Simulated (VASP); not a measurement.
# CaSe (Fm-3m) in VASP: a series of runs

Runs on CaSe. Level: PBE. Tasks: relaxation of cell and atoms.

All numbers are computed with VASP 6.6.1; they aren't measurements. Logs are shortened: lines on timing, memory, paths and dates and some standing lists are left out, and cuts for length are marked.

### Step 1. The cell of the first run

Symmetry: Fm-3m, No. 225, cubic system. The conventional cell has a = 5.912 Å, b = 5.912 Å, c = 5.912 Å, α = 90.00°, β = 90.00°, γ = 90.00°. Within 3.9 Å of Se (site symmetry m-3m) lie 6 Ca at 2.96 Å. Within 3.9 Å of Ca (site symmetry m-3m) lie 6 Se at 2.96 Å.

### Step 2. Relaxation of cell and atoms, PBE, target pressure 5 GPa, at which the enthalpy is minimised

INCAR

```
SYSTEM = CaSe
PREC = Accurate
ENCUT = 600
EDIFF = 1E-6
ISMEAR = -1
SIGMA = 0.05
LREAL = .FALSE.
LASPH = .TRUE.
NELM = 80
ALGO = Normal
ISIF = 3
LWAVE = .FALSE.
LCHARG = .FALSE.
GGA = PE
IBRION = 2
NSW = 80
EDIFFG = -0.02
PSTRESS = 50.0
```

KPOINTS

```
Automatic mesh
0
G
  8 8 8
  0 0 0
```

POSCAR

```
CaSe
1.0
    0.0000000000      2.9560000000      2.9560000000
    2.9560000000      0.0000000000      2.9560000000
    2.9560000000      2.9560000000      0.0000000000
Se Ca
1 1
Direct
    0.5000000000      0.5000000000      0.5000000000
    0.0000000000      0.0000000000      0.0000000000
```

Potentials or basis: VASP PAW PBE potentials, release 64 (Se, Ca_sv).

Command:

```
$ cat potpaw_PBE.64/Se/POTCAR potpaw_PBE.64/Ca_sv/POTCAR > POTCAR
$ mpirun -np 1 vasp_std > vasp.out
```

OUTCAR:

```text
SYSTEM = CaSe
   PREC = Accurate
   ENCUT = 600
   EDIFF = 1E-6
   ISMEAR = -1
   LREAL = .FALSE.
   LASPH = .TRUE.
   NELM = 80
   ISIF = 3
   GGA = PE
   IBRION = 2
   NSW = 80
   EDIFFG = -0.02
   PSTRESS = 50.0

 ion  position               nearest neighbor table
   1  0.500  0.500  0.500-   2 2.96   2 2.96   2 2.96   2 2.96   2 2.96   2 2.96
   2  0.000  0.000  0.000-   1 2.96   1 2.96   1 2.96   1 2.96   1 2.96   1 2.96

  LATTYP: Found a face centered cubic cell.
 ALAT       =     5.9120000000

  Lattice vectors:

 A1 = (   0.0000000000,   2.9560000000,   2.9560000000)
 A2 = (   2.9560000000,   0.0000000000,   2.9560000000)
 A3 = (   2.9560000000,   2.9560000000,   0.0000000000)

Analysis of symmetry for initial positions (statically):
=====================================================================
 Subroutine PRICEL returns:
 Original cell was already a primitive cell.

 Routine SETGRP: Setting up the symmetry group for a
 face centered cubic supercell.

 Subroutine GETGRP returns: Found 48 space group operations
 (whereof 48 operations were pure point group operations)
 out of a pool of 48 trial point group operations.

The static configuration has the point symmetry O_h .

Analysis of symmetry for dynamics (positions and initial velocities):
=====================================================================
 Subroutine PRICEL returns:
 Original cell was already a primitive cell.

 Routine SETGRP: Setting up the symmetry group for a
 face centered cubic supercell.

 Subroutine GETGRP returns: Found 48 space group operations
 (whereof 48 operations were pure point group operations)
 out of a pool of 48 trial point group operations.

The dynamic configuration has the point symmetry O_h .

 Subroutine INISYM returns: Found 48 space group operations
 (whereof 48 operations are pure point group operations),
 and found     1 'primitive' translations

----------------------------------------------------------------------------------------

                                     Primitive cell

  volume of cell :      51.6587

  direct lattice vectors                    reciprocal lattice vectors
     0.000000000  2.956000000  2.956000000    -0.169147497  0.169147497  0.169147497
     2.956000000  0.000000000  2.956000000     0.169147497 -0.169147497  0.169147497
     2.956000000  2.956000000  0.000000000     0.169147497  0.169147497 -0.169147497

  length of vectors
     4.180415290  4.180415290  4.180415290     0.292972058  0.292972058  0.292972058

  position of ions in fractional coordinates (direct lattice)
     0.500000000  0.500000000  0.500000000
     0.000000000  0.000000000  0.000000000

  ion indices of the primitive-cell ions
   primitive index   ion index
                 1           1
                 2           2

----------------------------------------------------------------------------------------

 KPOINTS: Automatic mesh

Automatic generation of k-mesh.
 Grid dimensions read from file:
 generate k-points for:    8    8    8

 Generating k-lattice:

  Cartesian coordinates                     Fractional coordinates (reciprocal lattice)
    -0.021143437  0.021143437  0.021143437     0.125000000  0.000000000  0.000000000
     0.021143437 -0.021143437  0.021143437     0.000000000  0.125000000  0.000000000
     0.021143437  0.021143437 -0.021143437     0.000000000  0.000000000  0.125000000

  Length of vectors
     0.036621507  0.036621507  0.036621507

  Shift w.r.t. Gamma in fractional coordinates (k-lattice)
     0.000000000  0.000000000  0.000000000

 Subroutine IBZKPT returns following result:
 ===========================================

 Found     29 irreducible k-points:

 Following reciprocal coordinates:
            Coordinates               Weight
  0.000000  0.000000  0.000000      1.000000
  0.125000  0.000000  0.000000      8.000000
  0.250000  0.000000  0.000000      8.000000
  0.375000  0.000000  0.000000      8.000000
  0.500000  0.000000  0.000000      4.000000
  0.125000  0.125000  0.000000      6.000000
[... 16 lines left out ...]
  0.500000  0.250000  0.125000     48.000000
 -0.375000  0.250000  0.125000     24.000000
 [... further k-points ...]
   k-points           NKPTS =     29   k-points in BZ     NKDIM =     29   number of bands    NBANDS=     12
   number of dos      NEDOS =    301   number of ions     NIONS =      2
   total plane-waves  NPLWV =  46656
   dimension x,y,z NGX =    36 NGY =   36 NGZ =   36
   dimension x,y,z NGXF=    72 NGYF=   72 NGZF=   72
   ions per type =               1   1
   NGX,Y,Z   is equivalent  to a cutoff of  14.32, 14.32, 14.32 a.u.
   NGXF,Y,Z  is equivalent  to a cutoff of  28.63, 28.63, 28.63 a.u.
 SYSTEM =  CaSe
   PREC   = accura    normal or accurate (medium, high low for compatibility)
   ISTART =      0    job   : 0-new  1-cont  2-samecut
   ICHARG =      2    charge: 1-file 2-atom 10-const
   ISPIN  =      1    spin polarized calculation?
   LNONCOLLINEAR =      F non collinear calculations
   LSORBIT =      F    spin-orbit coupling
   LASPH  =      T    aspherical Exc in radial PAW
   ENCUT  =  600.0 eV  44.10 Ry    6.64 a.u.   8.35  8.35  8.35*2*pi/ulx,y,z
   NELM   =     80;   NELMIN=  2; NELMDL= -5     # of ELM steps
   EDIFF  = 0.1E-05   stopping-criterion for ELM
   LREAL  =      F    real-space projection
   EDIFFG = -.2E-01   stopping-criterion for IOM
   NSW    =     80    number of steps for IOM
   IBRION =      2    ionic relax: 0-MD 1-quasi-New 2-CG
   NFREE  =      1    steps in history (QN), initial steepest desc. (CG)
   ISIF   =      3    stress and relaxation
   ISYM   =      2    0-nonsym 1-usesym 2-fastsym
   POTIM  = 0.5000    time-step for ionic-motion
   TEBEG  =    0.0;   TEEND  =   0.0 temperature during run
   PSTRESS=   50.0 pullay stress
   NELECT =      16.0000    total number of electrons
   NUPDOWN=      -1.0000    fix difference up-down
   EMIN   =  10.00;   EMAX   =-10.00  energy-range for DOS
   EFERMI =   0.00;   METHOD = LEGACY
   ISMEAR =    -1;   SIGMA  =   0.05  broadening in eV -4-tet -1-fermi 0-gaus
   EFERMI_NEDOS =   21; number of points for ismear=-14 and -15
   IALGO  =     38    algorithm
   IMIX   =      4    mixing-type and parameters
     AMIX     =   0.40;   BMIX     =  1.00
     AMIX_MAG =   1.60;   BMIX_MAG =  1.00
  volume/ion in A,a.u.               =      25.83       174.30
  Fermi-wavevector in a.u.,A,eV,Ry     =   1.107645  2.093145 16.692666  1.226876
  Thomas-Fermi vector in A             =   2.244161
   LORBIT       =      0    0 simple, 1 ext, 2 COOP (PROOUT), +10 PAW based schemes
   GGA     = PE    functional components
   LHFCALC =     F    Hartree Fock is set to
   AEXX    =    0.0000 exact exchange contribution
   IVDW    =     0    specifies the selected vdW correction
   LEPSILON=     F    determine dielectric tensor
   LRPA    =     F    only Hartree local field effects (RPA)
 conjugate gradient relaxation of ions
 non-spin polarized calculation
  energy-cutoff  :      600.00
  volume of cell :       51.66
 maximum number of plane-waves:      1759
 NGX is ok and might be reduce to    36
   NGX = 17   NGY = 17   NGZ = 17

--------------------------------------- Ionic step        1  -------------------------------------------

 number of electron      16.0000001 magnetization

 Free energy of the ion-electron system (eV)
  ---------------------------------------------------
  ext. energy  EPLUGINS =         0.00000000
  ---------------------------------------------------
  free energy    TOTEN  =        -9.48018741 eV

  energy without entropy =       -9.48018741  energy(sigma->0) =       -9.48018741

 E-fermi :   3.4059     XC(G=0):  -9.1623

 val. band max:        2.4579347641   @ k =   0.0000   0.0000   0.0000
 cond. band min:       4.4778584727   @ k =   0.5000   0.5000   0.0000
 fundamental gap:      2.0199237086
 Fermi energy:         3.4058531368

 k-point     1 :       0.0000    0.0000    0.0000
  band No.  band energies     occupation
      1     -37.2858      2.00000
      2     -18.2804      2.00000
      3     -18.2804      2.00000
      4     -18.2804      2.00000
      5      -9.3468      2.00000
      6       2.4579      2.00000
      7       2.4579      2.00000
      8       2.4579      2.00000
      9       5.8086      0.00000
     10       6.1638      0.00000
     11       6.1638      0.00000
     12       6.1638      0.00000

 k-point     2 :       0.1250    0.0000    0.0000
  band No.  band energies     occupation
      1     -37.2848      2.00000
      2     -18.2977      2.00000
      3     -18.2816      2.00000
      4     -18.2816      2.00000
      5      -9.2535      2.00000
      6       1.6900      2.00000
      7       2.2170      2.00000
      8       2.2170      2.00000
      9       6.0707      0.00000
     10       6.3762      0.00000
     11       6.3762      0.00000
     12       6.7852      0.00000
[... 397 lines left out ...]
  FREE ENERGIE OF THE ION-ELECTRON SYSTEM (eV)
  ---------------------------------------------------
  free  energy   TOTEN  =        -9.3764526491 eV

  energy  without entropy=       -9.3764526487  energy(sigma->0) =       -9.37645265

  enthalpy is  TOTEN    =        -7.8972755869 eV   P V=        1.4791770622

--------------------------------------- Ionic step        3  -------------------------------------------

 number of electron      15.9999999 magnetization

 Free energy of the ion-electron system (eV)
  ---------------------------------------------------
  ext. energy  EPLUGINS =         0.00000000
  ---------------------------------------------------
  free energy    TOTEN  =        -9.42169265 eV

  energy without entropy =       -9.42169265  energy(sigma->0) =       -9.42169265

 E-fermi :   3.8321     XC(G=0):  -9.4210

 val. band max:        2.8930253562   @ k =   0.0000   0.0000   0.0000
 cond. band min:       4.7541894690   @ k =   0.5000   0.5000   0.0000
 fundamental gap:      1.8611641127
 Fermi energy:         3.8320751714

 k-point     1 :       0.0000    0.0000    0.0000
  band No.  band energies     occupation
      1     -36.6745      2.00000
      2     -17.6805      2.00000
      3     -17.6805      2.00000
      4     -17.6805      2.00000
      5      -9.1328      2.00000
      6       2.8930      2.00000
      7       2.8930      2.00000
      8       2.8930      2.00000
      9       6.5663      0.00000
     10       6.5663      0.00000
     11       6.5663      0.00000
     12       6.5820      0.00000

 k-point     2 :       0.1250    0.0000    0.0000
  band No.  band energies     occupation
      1     -36.6731      2.00000
      2     -17.7039      2.00000
      3     -17.6820      2.00000
      4     -17.6820      2.00000
      5      -9.0236      2.00000
      6       2.0792      2.00000
      7       2.6185      2.00000
      8       2.6185      2.00000
      9       6.5550      0.00000
     10       6.7974      0.00000
     11       6.7974      0.00000
     12       7.5160      0.00000
[... 352 lines left out ...]
 POSITION                                       TOTAL-FORCE (eV/Angst)
 -----------------------------------------------------------------------------------
      2.89703      2.89703      2.89703         0.000000      0.000000     -0.000000
      0.00000      0.00000      0.00000         0.000000      0.000000      0.000000
 -----------------------------------------------------------------------------------
    total drift:                                0.000000      0.000000      0.000000

  FREE ENERGIE OF THE ION-ELECTRON SYSTEM (eV)
  ---------------------------------------------------
  free  energy   TOTEN  =        -9.4216926508 eV

  energy  without entropy=       -9.4216926506  energy(sigma->0) =       -9.42169265

  enthalpy is  TOTEN    =        -7.9041189120 eV   P V=        1.5175737388

 reached required accuracy - stopping structural energy minimisation
```

Run time: 28 s. Hardware: 1 thread of Intel Xeon 6975P-C (Granite Rapids), shared host; peak memory 0.22 GiB.

What came out:

| Property | Result |
| --- | --- |
| Free energy | -9.4217 eV |
| Relaxed volume | 24.31 Å³/atom |
| Relaxed cell | a = 4.097 Å, b = 4.097 Å, c = 4.097 Å, α = 60.00°, β = 60.00°, γ = 60.00° |
| Space group after relaxing (to 0.1 Å) | Fm-3m (No. 225) |
| Energy change on relaxing (the run minimises the enthalpy) | +29.2 meV/atom |
| Ionic steps | 3 |
| Pressure after relaxing | 5.0 GPa |
| Band gap on the k mesh | 1.86 eV (least direct gap 2.85 eV) |

Step by step:
| step | energy change (eV) | largest force (eV/Å) | pressure (GPa) | volume (Å³) |
| --- | --- | --- | --- | --- |
| 1 | 0.0000 | 0.0000 | 1.36 | 51.66 |
| 2 | 0.1037 | 0.0000 | 6.82 | 47.40 |
| 3 | 0.0585 | 0.0000 | 5.01 | 48.63 |

Final structure:
```
Se Ca
1.0
     0.00000    2.89703    2.89703
     2.89703    0.00000    2.89703
     2.89703    2.89703    0.00000
Se Ca
1 1
Direct
  0.50000 0.50000 0.50000
  0.00000 0.00000 0.00000
```

Levels at points of the mesh, in eV from the valence-band top:
```tsv
k point	band 4	band 5	band 6	band 7	band 8	band 9	band 10	band 11	band 12
(0.00, 0.00, 0.00)	-20.57	-12.03	0.00	0.00	0.00	3.67	3.67	3.67	3.69
(0.50, 0.00, 0.00)	-20.58	-11.20	-3.53	-1.34	-1.34	4.62	5.65	5.66	5.66
(0.50, 0.50, 0.00)	-20.62	-11.37	-2.68	-0.99	-0.99	1.86	5.14	5.33	6.24
```

Caveat: the cell is relaxed towards a set pressure, so the run minimises the enthalpy, not the energy.

### Step 3. Relaxation of cell and atoms, PBE, target pressure 10 GPa, at which the enthalpy is minimised

INCAR

```
SYSTEM = CaSe
PREC = Accurate
ENCUT = 600
EDIFF = 1E-6
ISMEAR = -1
SIGMA = 0.05
LREAL = .False.
LASPH = .True.
NELM = 80
ALGO = Normal
ISIF = 3
LWAVE = .False.
LCHARG = .False.
GGA = PE
IBRION = 2
NSW = 80
EDIFFG = -0.02
PSTRESS = 100.0
```

KPOINTS

```
Automatic mesh
0
Gamma
  8 8 8
  0 0 0
```

POSCAR is that of step 2.

Potentials or basis: VASP PAW PBE potentials, release 64 (Se, Ca_sv).

Command:

```
$ cat potpaw_PBE.64/Se/POTCAR potpaw_PBE.64/Ca_sv/POTCAR > POTCAR
$ mpirun -np 1 vasp_std > vasp.out
```

It took 32 s on 1 thread of Intel Xeon 6975P-C (Granite Rapids), shared host; peak memory 0.22 GiB.

It converged, with:

```
Free energy                                                : -9.2825 eV
Relaxed volume                                             : 22.80 Å³/atom
Relaxed cell                                               : a = 4.010 Å, b = 4.010 Å, c = 4.010 Å, α = 60.00°, β = 60.00°, γ = 60.00°
Space group after relaxing (to 0.1 Å)                      : Fm-3m (No. 225)
Energy change on relaxing (the run minimises the enthalpy) : +98.8 meV/atom
Ionic steps                                                : 3
Pressure after relaxing                                    : 9.9 GPa
Band gap on the k mesh                                     : 1.66 eV (least direct gap 2.72 eV)
```

The path:
```
step  energy change (eV)  largest force (eV/Å)  pressure (GPa)  volume (Å³)
   1              0.0000                0.0000            1.36        51.66
   2              0.5133                0.0000           18.25        41.93
   3              0.1977                0.0000            9.92        45.59
```

Final structure:
```yaml
crystal:
  lattice:
    - [0.00000, 2.83540, 2.83540]
    - [2.83540, 0.00000, 2.83540]
    - [2.83540, 2.83540, 0.00000]
  atoms:
    - { symbol: Se, position: [0.50000, 0.50000, 0.50000] }
    - { symbol: Ca, position: [0.00000, 0.00000, 0.00000] }
```

Levels at points of the mesh, in eV from the valence-band top:
```
           k point  band 4  band 5  band 6  band 7  band 8  band 9  band 10  band 11  band 12
(0.00, 0.00, 0.00)  -20.42  -12.28    0.00    0.00    0.00    3.61     3.61     3.61     4.08
(0.50, 0.00, 0.00)  -20.43  -11.30   -3.80   -1.50   -1.50    4.71     5.80     5.80     5.82
(0.50, 0.50, 0.00)  -20.47  -11.55   -2.85   -1.06   -1.06    1.66     5.23     5.62     6.44
```

Caveat: the cell is relaxed towards a set pressure, so the run minimises the enthalpy, not the energy. A k mesh can miss the band edges.

[end of part 1 of 2]
